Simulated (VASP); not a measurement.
Runs of VASP 6.6.1 on C. The structure is that of space group Fmmm (No. 69), or close to it. The cells are those of the table. 

```csv
cell,gap on the mesh (eV),pressure (GPa),largest force (eV/Å)
"a = 4.225, b = 3.863, c = 2.419 Å, angles 81.0, 64.6, 34.4°, 2 atoms",0.81,13.2,0.01
"a = 4.136, b = 3.729, c = 2.529 Å, angles 80.2, 62.7, 37.1°, 2 atoms",(b),-20.6,0.01
"a = 4.091, b = 3.679, c = 2.529 Å, angles 80.1, 62.4, 37.5°, 2 atoms",(c),-20.8,0.01
"a = 4.074, b = 3.673, c = 2.493 Å, angles 80.2, 62.7, 37.1°, 2 atoms",0.46,-10.8,0.01
"a = 4.119, b = 3.723, c = 2.493 Å, angles 80.4, 63.0, 36.6°, 2 atoms",0.53,-10.7,0.01
"a = 4.178, b = 3.812, c = 2.419 Å, angles 80.9, 64.3, 34.9°, 2 atoms",0.76,13.4,0.01
"a = 4.165, b = 3.774, c = 2.493 Å, angles 80.5, 63.3, 36.2°, 2 atoms",0.59,-10.6,-
"a = 4.241, b = 3.869, c = 2.456 Å, angles 80.9, 64.3, 34.9°, 2 atoms",0.75,(a),-
```

Alike in all rows: task single point; level r2SCAN; potentials or basis VASP PAW PBE potentials, release 64 (C); no spin polarisation; k mesh 14 × 14 × 14; cutoff (eV) 520; smearing gaussian 0.05 eV.

**Question.** Fill in the values left out.

**Answer.** (a) 0.5; (b) 0.47; (c) 0.41.

Caveats: the PAW data sets were made with another functional, which shifts forces and pressure a little.

A k mesh can miss the band edges.
